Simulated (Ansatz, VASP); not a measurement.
Two plane-wave programs on Rh

Contents of INCAR:

```
  PREC = Accurate
  ENCUT = 520
  EDIFF = 1E-7
  ISMEAR = 0
  SIGMA = 0.15
  LREAL = False
  LASPH = True
  NELM = 60
  ALGO = Fast
  ISIF = 2
  LWAVE = False
  LCHARG = True
  GGA = PS
  LELF = True
  LVHAR = True
  NBANDS = 38
```

Contents of KPOINTS:

```
Automatic mesh
0
Gamma
  18 18 6
```

POSCAR

```
Rh
1.0
    2.3813865311      0.0000000000      0.0000000000
   -1.1906932655      2.4020291425      0.0000000000
    0.0000000000      0.0000000000      9.3672375197
Rh
4
Direct
    0.0000000000      0.0000000000      0.0000000000
    0.3333333333      0.6666666667      0.2500000000
    0.0000000000      0.0000000000      0.5000000000
    0.6666666667      0.3333333333      0.7500000000
```

Input for Ansatz:

```yaml
crystal:
  lattice:
    - [2.3813865311, 0.0, 0.0]
    - [-1.1906932655, 2.4020291425, 0.0]
    - [0.0, 0.0, 9.3672375197]
  atoms:
    - { symbol: Rh, position: [0.0, 0.0, 0.0] }
    - { symbol: Rh, position: [0.3333333333, 0.6666666667, 0.25] }
    - { symbol: Rh, position: [0.0, 0.0, 0.5] }
    - { symbol: Rh, position: [0.6666666667, 0.3333333333, 0.75] }
basis:
  ecutwfc: 420
kpoints:
  mp_grid: { grid: [18, 18, 6] }
hamiltonian:
  xc: pbesol
  pseudopotentials: { kind: paw, azcp: { folder: soft_1 } }
scf:
  occupations: { method: gaussian, width: 0.15 }
output:
  forces: true
  stress: true
  eigenvalues: true
```

Change from the starting cell: strain +e along x and -e along y -0.0733, strain +e along z and -e/2 along x and y +0.0733.

Alike in both runs: task single point; functional PBEsol; k mesh 18 × 18 × 6; occupations gaussian, width 0.15 eV; no spin polarisation.

|  | VASP | Ansatz |
| --- | --- | --- |
| version | VASP 6.6.1 | Ansatz 0.2.0 |
| potentials or method | VASP PAW PBE potentials, release 64 (Rh_pv), cutoff 520 eV | scalar-relativistic, plane waves, PAW |
| valence electrons in the cell | 60 | 68 |

Ansatz gave:

```
gap on the k mesh at the Fermi level (eV)                     : none
pressure (GPa)                                                : 15.1
traceless stress, the component that is largest in VASP (GPa) : 54.17
rms of the force components (eV/Å)                            : 0.088
```

**Question.** Which values does VASP return?

**Answer.** gap on the k mesh at the Fermi level (eV): none; pressure (GPa): 15.1; traceless stress, the component that is largest in VASP (GPa): 54.24; rms of the force components (eV/Å): 0.089.

VASP's potentials were made for PBE, not for PBEsol, and Ansatz warns of the same on its side. Atom by atom the forces differ by 0.001 eV/Å (rms over components). A gap of «none» marks a metal or a gap that the smearing closes. VASP's potentials hold 60 valence electrons a cell and Ansatz's 68, so a difference there can come from the potentials and not from the codes.
